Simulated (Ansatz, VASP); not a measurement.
## C: VASP beside Ansatz

```
C
1.0
     0.00000    1.76783    1.76783
     1.76783    0.00000    1.76783
     1.76783    1.76783    0.00000
C
2
Direct
  0.00000 0.00000 0.00000
  0.25000 0.25000 0.25000
```

Alike in both runs: task single point; functional PBE; k mesh 8 × 8 × 8; occupations fermi-dirac, width 0.0612256 eV; no spin polarisation.

```csv
,VASP,Ansatz
version,VASP 6.6.1,Ansatz 0.2 development build
potentials or method,"VASP PAW PBE potentials, release 64 (C), cutoff 600 eV","all-electron full-potential LAPW, scalar-relativistic"
```

|  | VASP | Ansatz | Ansatz less VASP |
| --- | --- | --- | --- |
| gap on the k mesh at the Fermi level (eV) | 4.19 | 4.20 | +0.009 |
| pressure (GPa) | 14.0 | 13.9 | -0.08 |

Ansatz ran all-electron here, and VASP with PAW potentials.
